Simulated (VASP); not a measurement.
**BN: single point with LDA**

The system is BN.

```
N B
1.0
     2.52324    0.00000    0.00000
    -1.26162    2.18519    0.00000
     0.00000    0.00000    4.17518
N B
2 2
Direct
  0.33333 0.66667 0.12530
  0.66667 0.33333 0.62530
  0.33333 0.66667 0.49970
  0.66667 0.33333 0.99970
```

```json
{"Program": "VASP 6.6.1", "Task": "single point", "Functional": "LDA", "Potentials or basis": "VASP PAW LDA potentials, release 64 (N_h, B_h)", "Cutoff": "910 eV", "k mesh": "9 × 9 × 5", "Occupations": "fermi-dirac, width 0.05 eV", "Spin": "no spin polarisation", "Dipole correction": "no", "Second run": "hard_potentials", "Further INCAR settings": "ALGO = Normal; EDIFF = 1e-06; NBANDS = 16"}
```

- Pressure: 0.4 GPa
- Band gap on the k mesh: 4.91 eV, indirect (least direct gap 8.28 eV)

Levels at points of the mesh, in eV from the valence-band top:
| k point | band 6 | band 7 | band 8 | band 9 | band 10 | band 11 |
| --- | --- | --- | --- | --- | --- | --- |
| (0.00, 0.00, 0.00) | -0.30 | 0.00 | 0.00 | 8.34 | 8.34 | 8.63 |

Run time: 25 s on 1 thread of Intel(R) Xeon(R) 6975P-C (Granite Rapids), on a shared host, peak memory 0.15 GiB.

Caveat: the cutoff is under 1.25 times the usual one of these potentials, so pressure, stress and relaxed cells hold a basis-set (Pulay) error. A k mesh can miss the band edges.
